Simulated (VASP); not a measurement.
# CdS (rocksalt type) (Fm-3m) in VASP: notebook

CdS (rocksalt type) is run at these levels: PBE; tasks: single point.

Everything below comes from runs of VASP 6.6.1. Logs are shortened: lines on timing, memory, paths and dates and some standing lists are left out, and cuts for length are marked.

### 1 The cell of the first run

The structure is cubic, space group Fm-3m (No. 225). Conventional cell: a = 4.880 Å, b = 4.880 Å, c = 4.880 Å, α = 90.00°, β = 90.00°, γ = 90.00°. Within 3.2 Å of Cd (site symmetry m-3m) lie 6 S at 2.44 Å. Within 3.2 Å of S (site symmetry m-3m) lie 6 Cd at 2.44 Å.

### 2 Single point, PBE

INCAR reads:

```
SYSTEM = CdS
PREC     = Accurate       ! precision mode
ENCUT    = 520            ! plane-wave cutoff, eV
EDIFF    = 1E-6           ! SCF threshold, eV
ISMEAR   = -1             ! smearing method
SIGMA    = 0.08           ! smearing width, eV
LREAL    = .False.        ! projectors in reciprocal space
LASPH    = .True.         ! aspherical terms in the spheres
NELM     = 60             ! most SCF steps
ALGO     = Normal         ! electronic algorithm
ISIF     = 2              ! what is computed and relaxed
LWAVE    = .False.        ! write WAVECAR
LCHARG   = .True.         ! write CHGCAR
GGA      = PE             ! functional
LELF     = .True.         ! ELF
LVHAR    = .True.       
NBANDS   = 16             ! bands
```

KPOINTS reads:

```
Automatic mesh
0
Gamma
  15 15 15
  0 0 0
```

POSCAR reads:

```
CdS
1.0
    0.0000000000      2.4398490424      2.4398490424
    2.4398490424      0.0000000000      2.4398490424
    2.4398490424      2.4398490424      0.0000000000
Cd S
1 1
Direct
    0.0000000000      0.0000000000      0.0000000000
    0.5000000000      0.5000000000      0.5000000000
```

Potentials or basis: VASP PAW PBE potentials, release 64 (Cd, S).

On the command line:

```console
$ cat potpaw_PBE.64/Cd/POTCAR potpaw_PBE.64/S/POTCAR > POTCAR
$ mpirun -np 1 vasp_std > vasp.out
```

OUTCAR:

```text
SYSTEM = CdS
   PREC = Accurate
   ENCUT = 520
   EDIFF = 1E-6
   ISMEAR = -1
   LREAL = .False.
   LASPH = .True.
   NELM = 60
   ISIF = 2
   GGA = PE

 ion  position               nearest neighbor table
   1  0.000  0.000  0.000-   2 2.44   2 2.44   2 2.44   2 2.44   2 2.44   2 2.44
   2  0.500  0.500  0.500-   1 2.44   1 2.44   1 2.44   1 2.44   1 2.44   1 2.44

  LATTYP: Found a face centered cubic cell.
 ALAT       =     4.8796980848

  Lattice vectors:

 A1 = (   0.0000000000,   2.4398490424,   2.4398490424)
 A2 = (   2.4398490424,   0.0000000000,   2.4398490424)
 A3 = (   2.4398490424,   2.4398490424,   0.0000000000)

Analysis of symmetry for initial positions (statically):
=====================================================================
 Subroutine PRICEL returns:
 Original cell was already a primitive cell.

 Routine SETGRP: Setting up the symmetry group for a
 face centered cubic supercell.

 Subroutine GETGRP returns: Found 48 space group operations
 (whereof 48 operations were pure point group operations)
 out of a pool of 48 trial point group operations.

The static configuration has the point symmetry O_h .

Analysis of symmetry for dynamics (positions and initial velocities):
=====================================================================
 Subroutine PRICEL returns:
 Original cell was already a primitive cell.

 Routine SETGRP: Setting up the symmetry group for a
 face centered cubic supercell.

 Subroutine GETGRP returns: Found 48 space group operations
 (whereof 48 operations were pure point group operations)
 out of a pool of 48 trial point group operations.

The dynamic configuration has the point symmetry O_h .

 Subroutine INISYM returns: Found 48 space group operations
 (whereof 48 operations are pure point group operations),
 and found     1 'primitive' translations

----------------------------------------------------------------------------------------

                                     Primitive cell

  volume of cell :      29.0482

  direct lattice vectors                    reciprocal lattice vectors
     0.000000000  2.439849042  2.439849042    -0.204930711  0.204930711  0.204930711
     2.439849042  0.000000000  2.439849042     0.204930711 -0.204930711  0.204930711
     2.439849042  2.439849042  0.000000000     0.204930711  0.204930711 -0.204930711

  length of vectors
     3.450467606  3.450467606  3.450467606     0.354950404  0.354950404  0.354950404

  position of ions in fractional coordinates (direct lattice)
     0.000000000  0.000000000  0.000000000
     0.500000000  0.500000000  0.500000000

  ion indices of the primitive-cell ions
   primitive index   ion index
                 1           1
                 2           2

----------------------------------------------------------------------------------------

 KPOINTS: Automatic mesh

Automatic generation of k-mesh.
 Grid dimensions read from file:
 generate k-points for:   15   15   15

 Generating k-lattice:

  Cartesian coordinates                     Fractional coordinates (reciprocal lattice)
    -0.013662047  0.013662047  0.013662047     0.066666667  0.000000000  0.000000000
     0.013662047 -0.013662047  0.013662047     0.000000000  0.066666667  0.000000000
     0.013662047  0.013662047 -0.013662047     0.000000000  0.000000000  0.066666667

  Length of vectors
     0.023663360  0.023663360  0.023663360

  Shift w.r.t. Gamma in fractional coordinates (k-lattice)
     0.000000000  0.000000000  0.000000000

 Subroutine IBZKPT returns following result:
 ===========================================

 Found    120 irreducible k-points:

 Following reciprocal coordinates:
            Coordinates               Weight
  0.000000  0.000000  0.000000      1.000000
  0.066667  0.000000  0.000000      8.000000
  0.133333  0.000000  0.000000      8.000000
  0.200000  0.000000  0.000000      8.000000
  0.266667  0.000000  0.000000      8.000000
  0.333333  0.000000  0.000000      8.000000
[... 16 lines left out ...]
  0.133333  0.133333  0.000000      6.000000
  0.200000  0.133333  0.000000     24.000000
 [... further k-points ...]
   k-points           NKPTS =    120   k-points in BZ     NKDIM =    120   number of bands    NBANDS=     16
   number of dos      NEDOS =    301   number of ions     NIONS =      2
   total plane-waves  NPLWV =  21952
   dimension x,y,z NGX =    28 NGY =   28 NGZ =   28
   dimension x,y,z NGXF=    56 NGYF=   56 NGZF=   56
   ions per type =               1   1
   NGX,Y,Z   is equivalent  to a cutoff of  13.49, 13.49, 13.49 a.u.
   NGXF,Y,Z  is equivalent  to a cutoff of  26.98, 26.98, 26.98 a.u.
 SYSTEM =  CdS
   PREC   = accura    normal or accurate (medium, high low for compatibility)
   ISTART =      0    job   : 0-new  1-cont  2-samecut
   ICHARG =      2    charge: 1-file 2-atom 10-const
   ISPIN  =      1    spin polarized calculation?
   LNONCOLLINEAR =      F non collinear calculations
   LSORBIT =      F    spin-orbit coupling
   LASPH  =      T    aspherical Exc in radial PAW
   ENCUT  =  520.0 eV  38.22 Ry    6.18 a.u.   6.42  6.42  6.42*2*pi/ulx,y,z
   NELM   =     60;   NELMIN=  2; NELMDL= -5     # of ELM steps
   EDIFF  = 0.1E-05   stopping-criterion for ELM
   LREAL  =      F    real-space projection
   EDIFFG = 0.1E-04   stopping-criterion for IOM
   NSW    =      0    number of steps for IOM
   IBRION =     -1    ionic relax: 0-MD 1-quasi-New 2-CG
   NFREE  =      0    steps in history (QN), initial steepest desc. (CG)
   ISIF   =      2    stress and relaxation
   ISYM   =      2    0-nonsym 1-usesym 2-fastsym
   POTIM  = 0.5000    time-step for ionic-motion
   TEBEG  =    0.0;   TEEND  =   0.0 temperature during run
   PSTRESS=    0.0 pullay stress
   NELECT =      18.0000    total number of electrons
   NUPDOWN=      -1.0000    fix difference up-down
   EMIN   =  10.00;   EMAX   =-10.00  energy-range for DOS
   EFERMI =   0.00;   METHOD = LEGACY
   ISMEAR =    -1;   SIGMA  =   0.08  broadening in eV -4-tet -1-fermi 0-gaus
   EFERMI_NEDOS =   21; number of points for ismear=-14 and -15
   IALGO  =     38    algorithm
   IMIX   =      4    mixing-type and parameters
     AMIX     =   0.40;   BMIX     =  1.00
     AMIX_MAG =   1.60;   BMIX_MAG =  1.00
  volume/ion in A,a.u.               =      14.52        98.01
  Fermi-wavevector in a.u.,A,eV,Ry     =   1.395702  2.637494 26.503934  1.947984
  Thomas-Fermi vector in A             =   2.519128
   LORBIT       =      0    0 simple, 1 ext, 2 COOP (PROOUT), +10 PAW based schemes
   GGA     = PE    functional components
   LHFCALC =     F    Hartree Fock is set to
   AEXX    =    0.0000 exact exchange contribution
   IVDW    =     0    specifies the selected vdW correction
   LEPSILON=     F    determine dielectric tensor
   LRPA    =     F    only Hartree local field effects (RPA)
 non-spin polarized calculation
  energy-cutoff  :      520.00
  volume of cell :       29.05
 maximum number of plane-waves:       801
 NGX is ok and might be reduce to    28
   NGX = 13   NGY = 13   NGZ = 13

 number of electron      18.0000002 magnetization

 Free energy of the ion-electron system (eV)
  ---------------------------------------------------
  ext. energy  EPLUGINS =         0.00000000
  ---------------------------------------------------
  free energy    TOTEN  =        -4.16330313 eV

  energy without entropy =       -4.16109472  energy(sigma->0) =       -4.16219892

 E-fermi :   7.3657     XC(G=0): -12.2031

 val. band max:        7.2376087749   @ k =   0.4667   0.4667   0.0000
 cond. band min:       7.4745062556   @ k =  -0.4667   0.4667   0.0000
 fundamental gap:      0.2368974807
 Fermi energy:         7.3657095356

 k-point     1 :       0.0000    0.0000    0.0000
  band No.  band energies     occupation
      1      -8.8723      2.00000
      2      -1.8842      2.00000
      3      -1.8842      2.00000
      4      -1.8842      2.00000
      5      -1.8832      2.00000
      6      -1.8832      2.00000
[... 8 lines left out ...]
     15      20.4205      0.00000
     16      20.4205      0.00000

 k-point     2 :       0.0667    0.0000    0.0000
  band No.  band energies     occupation
      1      -8.8059      2.00000
      2      -1.9220      2.00000
      3      -1.9220      2.00000
      4      -1.9011      2.00000
      5      -1.8622      2.00000
      6      -1.8622      2.00000
[... 8 lines left out ...]
     15      19.2370      0.00000
     16      19.2370      0.00000

 k-point     3 :       0.1333    0.0000    0.0000
  band No.  band energies     occupation
      1      -8.6099      2.00000
      2      -2.0281      2.00000
      3      -2.0281      2.00000
      4      -1.9552      2.00000
      5      -1.7999      2.00000
      6      -1.7999      2.00000
[... 8 lines left out ...]
     15      18.2693      0.00000
     16      19.2051      0.00000

 k-point     4 :       0.2000    0.0000    0.0000
  band No.  band energies     occupation
      1      -8.2952      2.00000
      2      -2.1765      2.00000
      3      -2.1765      2.00000
      4      -2.0578      2.00000
      5      -1.7063      2.00000
      6      -1.7063      2.00000
[... 8 lines left out ...]
     15      18.0883      0.00000
     16      19.3577      0.00000

 k-point     5 :       0.2667    0.0000    0.0000
  band No.  band energies     occupation
      1      -7.8832      2.00000
      2      -2.3370      2.00000
      3      -2.3370      2.00000
      4      -2.2289      2.00000
      5      -1.5962      2.00000
      6      -1.5962      2.00000
[... 8 lines left out ...]
     15      18.4753      0.00000
     16      19.3564      0.00000

 k-point     6 :       0.3333    0.0000    0.0000
  band No.  band energies     occupation
      1      -7.4138      2.00000
      2      -2.4863      2.00000
      3      -2.4819      2.00000
      4      -2.4819      2.00000
      5      -1.4880      2.00000
      6      -1.4880      2.00000
[... 8 lines left out ...]
     15      19.1082      0.00000
     16      19.5172      0.00000

 k-point     7 :       0.4000    0.0000    0.0000
  band No.  band energies     occupation
      1      -6.9620      2.00000
      2      -2.8013      2.00000
      3      -2.5899      2.00000
      4      -2.5899      2.00000
      5      -1.4013      2.00000
      6      -1.4013      2.00000
[... 8 lines left out ...]
     15      19.7979      0.00000
     16      20.0225      0.00000

 k-point     8 :       0.4667    0.0000    0.0000
  band No.  band energies     occupation
      1      -6.6609      2.00000
      2      -3.0443      2.00000
      3      -2.6473      2.00000
      4      -2.6473      2.00000
      5      -1.3531      2.00000
      6      -1.3531      2.00000
[... 8 lines left out ...]
     15      20.2952      0.00000
     16      20.6792      0.00000

 k-point     9 :       0.0667    0.0667    0.0000
  band No.  band energies     occupation
      1      -8.7845      2.00000
      2      -1.9725      2.00000
      3      -1.9040      2.00000
      4      -1.8717      2.00000
      5      -1.8677      2.00000
      6      -1.8677      2.00000
[... 8 lines left out ...]
     15      18.7476      0.00000
     16      20.4791      0.00000
[... 172 lines left out ...]
 k-point    19 :      -0.2667    0.0667    0.0000
  band No.  band energies     occupation
      1      -7.6959      2.00000
      2      -2.4362      2.00000
      3      -2.4334      2.00000
      4      -2.2102      2.00000
      5      -1.5966      2.00000
      6      -1.5018      2.00000
[... 8 lines left out ...]
     15      19.6796      0.00000
     16      19.9296      0.00000

 k-point    20 :      -0.2000    0.0667    0.0000
  band No.  band energies     occupation
      1      -8.1212      2.00000
      2      -2.2909      2.00000
      3      -2.2367      2.00000
      4      -2.0729      2.00000
      5      -1.7043      2.00000
      6      -1.6115      2.00000
[... 8 lines left out ...]
     15      19.1942      0.00000
     16      19.9463      0.00000

 k-point    21 :      -0.1333    0.0667    0.0000
  band No.  band energies     occupation
      1      -8.4640      2.00000
      2      -2.1376      2.00000
      3      -2.0729      2.00000
      4      -1.9798      2.00000
      5      -1.7937      2.00000
      6      -1.7189      2.00000
[... 8 lines left out ...]
     15      18.9904      0.00000
     16      19.8361      0.00000

 k-point    22 :      -0.0667    0.0667    0.0000
  band No.  band energies     occupation
      1      -8.6971      2.00000
      2      -2.0053      2.00000
      3      -1.9610      2.00000
      4      -1.9249      2.00000
      5      -1.8492      2.00000
      6      -1.8071      2.00000
[... 8 lines left out ...]
     15      19.1634      0.00000
     16      19.2205      0.00000

 k-point    23 :       0.1333    0.1333    0.0000
  band No.  band energies     occupation
      1      -8.5358      2.00000
      2      -2.1966      2.00000
      3      -1.9597      2.00000
      4      -1.8389      2.00000
      5      -1.8163      2.00000
      6      -1.8163      2.00000
[... 8 lines left out ...]
     15      20.3618      0.00000
     16      20.6570      0.00000

 k-point    24 :       0.2000    0.1333    0.0000
  band No.  band energies     occupation
      1      -8.3215      2.00000
      2      -2.3331      2.00000
      3      -2.0068      2.00000
      4      -1.9111      2.00000
      5      -1.7656      2.00000
      6      -1.7080      2.00000
[... 8 lines left out ...]
     15      20.3255      0.00000
     16      21.1063      0.00000

 [... further k-points ...]
[... 5 lines left out ...]
  --------------------------------------------------------------------------------------
  -------------------------------------------------------------------------------------
  Total       11.0797433     11.0797433     11.0797433     -0.0000000      0.0000000     -0.0000000
  in kB      611.1128485    611.1128485    611.1128485     -0.0000000      0.0000000     -0.0000000
  external PRESSURE =     611.1128485 kB  Pullay stress =       0.0000000 kB

 VOLUME and BASIS-vectors are now :
 -----------------------------------------------------------------------------
  energy-cutoff  :      520.00
  volume of cell :       29.05
      direct lattice vectors                 reciprocal lattice vectors
     0.000000000  2.439849042  2.439849042    -0.204930711  0.204930711  0.204930711
     2.439849042  0.000000000  2.439849042     0.204930711 -0.204930711  0.204930711
     2.439849042  2.439849042  0.000000000     0.204930711  0.204930711 -0.204930711

 POSITION                                       TOTAL-FORCE (eV/Angst)
 -----------------------------------------------------------------------------------
      0.00000      0.00000      0.00000        -0.000000      0.000000     -0.000000
      2.43985      2.43985      2.43985         0.000000     -0.000000      0.000000
 -----------------------------------------------------------------------------------
    total drift:                               -0.000000      0.000000      0.000000

  FREE ENERGIE OF THE ION-ELECTRON SYSTEM (eV)
  ---------------------------------------------------
  free  energy   TOTEN  =        -4.1633031254 eV

  energy  without entropy=       -4.1610947192  energy(sigma->0) =       -4.16219892
```

Run time: 58 s. Hardware: 1 thread of Intel Xeon Platinum 8488C (Sapphire Rapids), shared host; peak memory 0.19 GiB.

Results:

```yaml
Free_energy: -4.1633 eV
Pressure: 61.1 GPa
```

Levels at points of the mesh, in eV from the Fermi level:
| k point | band 7 | band 8 | band 9 | band 10 | band 11 | band 12 |
| --- | --- | --- | --- | --- | --- | --- |
| (0.00, 0.00, 0.00) | -1.97 | -1.97 | -1.97 | 2.64 | 8.91 | 8.91 |

(Continued in part 2 of 2.)
